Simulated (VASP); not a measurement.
The system is LiInPt.

```xyz
3
Lattice="4.4398 0.0000 0.0000 -2.2199 3.8450 0.0000 0.0000 0.0000 2.9206" Properties=species:S:1:pos:R:3 pbc="T T T"
Li    0.0000    0.0000    0.0000
In    0.0000    2.5633    1.4603
Pt    2.2199    1.2817    0.0000
```

- Program: VASP 6.6.1
- Task: relaxation of cell and atoms
- Functional: PBEsol
- Potentials or basis: VASP PAW PBE potentials, release 64 (Li_sv, In_d, Pt)
- Cutoff: 600 eV
- k mesh: 8 × 8 × 11
- Occupations: fermi-dirac, width 0.1 eV
- Spin: no spin polarisation

At the start: pressure -5.4 GPa; volume 16.62 Å³/atom.

Question: Where does the relaxation end?

Answer: Over 5 steps the energy falls by 16.7 meV/atom and the volume is 15.75 Å³/atom (-5.2 %); space group P-6m2 (No. 187, to 0.05 Å).

The path:
| step | energy change (eV) | largest force (eV/Å) | pressure (GPa) | volume (Å³) |
| --- | --- | --- | --- | --- |
| 1 | 0.0000 | 0.0000 | -5.39 | 49.86 |
| 2 | -0.0363 | 0.0000 | 3.40 | 45.93 |
| 3 | -0.0499 | 0.0000 | 0.03 | 47.20 |
| 4 | -0.0499 | 0.0000 | 0.16 | 47.15 |
| 5 | -0.0500 | 0.0000 | -0.05 | 47.25 |

Final structure:
```cif
data_structure
_symmetry_space_group_name_H-M 'P 1'
_symmetry_Int_Tables_number 1
_cell_length_a 4.3769
_cell_length_b 4.3769
_cell_length_c 2.8482
_cell_angle_alpha 90.000
_cell_angle_beta 90.000
_cell_angle_gamma 120.000
_cell_volume 47.25
loop_
_atom_site_label
_atom_site_type_symbol
_atom_site_fract_x
_atom_site_fract_y
_atom_site_fract_z
_atom_site_occupancy
Li1 Li 0.00000 0.00000 0.00000 1
In1 In 0.33333 0.66667 0.50000 1
Pt1 Pt 0.66667 0.33333 0.00000 1
```

Caveat: the cutoff is under 1.25 times the usual one of these potentials, so pressure, stress and relaxed cells hold a basis-set (Pulay) error; the PAW data sets were made with another functional, which shifts forces and pressure a little.
